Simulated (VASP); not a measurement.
Wanted: the native input for a VASP 6.6.1 run.

```
Task                   : single point
Functional             : PBEsol
Potentials or basis    : VASP PAW PBE potentials, release 64 (Ba_sv, Ti_sv, O)
Cutoff                 : 600 eV
k mesh                 : 4 × 4 × 4
Occupations            : gaussian, width 0.01 eV
Spin                   : no spin polarisation
Hubbard terms          : Ti d U = 6.0 eV
Dipole correction      : no
Further INCAR settings : ALGO = Normal; EDIFF = 1e-06; NBANDS = 28
```

The structure of BaTiO3 lies in POSCAR:

```
BaTiO3
1.0
    3.9855000000      0.0000000000      0.0000000000
    0.0000000000      2.8369000000     -2.8451500000
    0.0000000000      2.8369000000      2.8451500000
Ba Ti O
1 1 3
Direct
    0.0000000000      0.0000000000      0.0000000000
    0.5000000000      0.4876000000      0.5124000000
    0.0000000000      0.5126000000      0.4874000000
    0.5000000000      0.0081600000      0.5052400000
    0.5000000000      0.4947600000      0.9918400000
```

The input as run:

INCAR

```
  PREC = Accurate
  ENCUT = 600
  EDIFF = 1E-6
  ISMEAR = 0
  SIGMA = 0.01
  LREAL = F
  LASPH = T
  NELM = 200
  ALGO = Normal
  ISIF = 2
  LWAVE = F
  LCHARG = F
  LMAXMIX = 4
  LDAU = T
  LDAUTYPE = 2
  LDAUL = -1 2 -1
  LDAUU = 0 6 0
  LDAUJ = 0 0 0
  LDAUPRINT = 1
  GGA = PS
  NBANDS = 28
  GGA_COMPAT = F
```

KPOINTS

```
regular mesh
0
Gamma
  4 4 4
```

Potentials or basis: VASP PAW PBE potentials, release 64 (Ba_sv, Ti_sv, O).

The run is started by

```console
$ cat potpaw_PBE.64/Ba_sv/POTCAR potpaw_PBE.64/Ti_sv/POTCAR potpaw_PBE.64/O/POTCAR > POTCAR
$ mpirun -np 1 vasp_std > vasp.out
```

Results of the run:

```yaml
Pressure: 2.8 GPa
Largest_force: 0.672 eV/Å
Band_gap_on_the_k_mesh: 2.51 eV (least direct gap 2.77 eV)
```

Caveat: the PAW data sets were made with another functional, which shifts forces and pressure a little; spin-orbit coupling is left out, which moves the levels of the heavy elements.

Wall time 26 s on 1 thread of AMD EPYC 9R45 (Zen 5) (shared host), peak memory 0.17 GiB.
